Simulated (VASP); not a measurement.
**AlGa3N4 (sol): relaxation of cell and atoms with PBEsol**

The system is AlGa3N4 (sol).

```
Al Ga N
1.0
     0.00000   -2.23500   -2.23500
     2.23500    4.47000   -2.23500
     4.47000   -2.23500    2.23500
Al Ga N
1 3 4
Direct
  0.75000 0.50000 0.25000
  0.50000 0.00000 0.50000
  0.25000 0.50000 0.75000
  0.00000 0.00000 0.00000
  0.81250 0.62500 0.93750
  0.56250 0.12500 0.18750
  0.31250 0.62500 0.43750
  0.06250 0.12500 0.68750
```

* Program: VASP 6.6.1
* Task: relaxation of cell and atoms
* Functional: PBEsol
* Potentials or basis: VASP PAW PBE potentials, release 64 (Al, Ga_d, N)
* Cutoff: 600 eV
* k mesh: 6 × 6 × 4
* Occupations: gaussian, width 0.1 eV
* Spin: no spin polarisation
* Dipole correction: no
* Further INCAR settings: ALGO = Normal; EDIFF = 1e-06; IBRION = 2; EDIFFG = -0.05; NSW = 100; ISIF = 3

- Relaxed volume: 11.13 Å³/atom
- Relaxed cell: a = 3.159 Å, b = 5.469 Å, c = 5.467 Å, α = 99.63°, β = 90.00°, γ = 106.79°
- Space group after relaxing (to 0.05 Å): Cm (No. 8)
- Energy gained by relaxing: 8.1 meV/atom
- Ionic steps: 6
- Pressure after relaxing: 0.0 GPa
- Largest force after relaxing: 0.024 eV/Å
- Band gap on the k mesh: 2.23 eV, direct

Forces on the atoms (eV/Å):
```
Al   0.000  0.010 -0.010
Ga  -0.003 -0.015  0.015
Ga   0.002 -0.016  0.016
Ga   0.007  0.016 -0.016
N   -0.003  0.011 -0.011
N    0.013  0.007 -0.007
N   -0.004 -0.012  0.012
N   -0.012 -0.001  0.001
```

The path:
```tsv
step	energy change (eV)	largest force (eV/Å)	pressure (GPa)	volume (Å³)
1	0.0000	1.0365	-0.34	89.31
2	-0.0606	0.2724	0.06	89.01
3	-0.0609	0.2580	0.02	89.03
4	-0.0647	0.0672	0.00	89.02
5	-0.0647	0.0667	0.00	89.02
6	-0.0651	0.0241	-0.01	89.02
```

Final structure:
```xyz
8
Lattice="0.0000 -2.2337 -2.2337 2.2313 4.4661 -2.2324 4.4624 -2.2328 2.2328" Properties=species:S:1:pos:R:3 pbc="T T T"
Al    2.2348   -0.0012   -2.2325
Ga    4.4492    2.2319   -2.2319
Ga    4.4626    0.0031   -0.0031
Ga    0.0111   -0.0008    0.0008
N     5.6052   -1.1378   -1.0959
N     1.1419   -1.0907   -1.1430
N     3.2972    1.1157   -1.1157
N     3.3416   -1.1214    1.1214
```

Levels at points of the mesh, in eV from the valence-band top:
```csv
k point,band 27,band 28,band 29,band 30,band 31,band 32,band 33,band 34,band 35,band 36
"(0.00, 0.00, 0.00)",-0.94,-0.91,-0.06,-0.02,0.00,2.23,5.07,5.45,5.49,7.81
"(0.50, 0.00, 0.00)",-2.65,-2.55,-2.47,-1.49,-1.40,5.57,5.70,6.22,6.43,7.60
"(0.00, 0.50, 0.00)",-0.94,-0.70,-0.58,-0.33,-0.32,3.25,4.40,4.50,5.26,7.09
"(0.00, 0.00, 0.50)",-1.44,-0.99,-0.95,-0.74,-0.67,4.60,4.81,6.18,6.32,7.55
"(0.50, 0.00, 0.50)",-2.56,-1.87,-1.74,-0.91,-0.89,3.19,4.97,5.36,5.49,6.78
"(0.00, 0.50, 0.50)",-1.77,-1.69,-1.57,-0.64,-0.41,4.89,5.00,5.30,5.68,7.51
```

Run time: 9.5 min on 1 thread of Intel(R) Xeon(R) Platinum 8375C CPU @ 2.90GHz (Ice Lake) (shared host), peak memory 0.35 GiB.

Caveat: the PAW data sets were made with another functional, which shifts forces and pressure a little; the relaxation stopped at a loose force limit of 0.05 eV/Å, so its end isn't a converged minimum. Expect the measured gap to be larger: semilocal functionals such as PBEsol lack the derivative discontinuity.
